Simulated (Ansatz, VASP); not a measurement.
## One calculation of Co4Ge, two programs

```
Co Ge
1.0
     1.30432    0.75305    9.97964
    -1.30432    0.75305    9.97964
     0.00000   -1.50610    9.97964
Co Ge
4 1
Direct
  0.40158 0.40158 0.40158
  0.79986 0.79986 0.79986
  0.20014 0.20014 0.20014
  0.59842 0.59842 0.59842
  0.00000 0.00000 0.00000
```

Alike in both runs: functional PBE; k mesh 6 × 6 × 6; occupations gaussian, width 0.1 eV; collinear spin.

Ansatz relaxed the structure, and its values are those at the end. VASP's run is a single point on that final structure, the one shown.

|  | VASP | Ansatz |
| --- | --- | --- |
| version | VASP 6.6.1 | Ansatz 0.2.0 |
| potentials or method | VASP PAW PBE potentials, release 64 (Co, Ge_d), cutoff 520 eV | scalar-relativistic, plane waves, PAW |
| valence electrons in the cell | 50 | 82 |

Ansatz gave:

```
gap on the k mesh at the Fermi level (eV)                     : none
pressure (GPa)                                                : -0.2
rms of the force components (eV/Å)                            : 0.008
net moment per atom (μB)                                      : 1.18
size of the moment on the site where the two differ most (μB) : 1.36
```

What did VASP give for the same quantities?

gap on the k mesh at the Fermi level (eV): none; pressure (GPa): -3.0; rms of the force components (eV/Å): 0.377; net moment per atom (μB): 0.44; size of the moment on the site where the two differ most (μB): 0.53.

The net moments are unlike, so the other rows may belong to different states. Site moments also hang on the region over which each program counts them. A gap of «none» marks a metal or a gap that the smearing closes. VASP's potentials hold 50 valence electrons a cell and Ansatz's 82, so a difference there can come from the potentials and not from the codes. Ansatz's warnings: seeded moment not kept.

The k mesh is coarse, so the values compare programs but aren't converged.
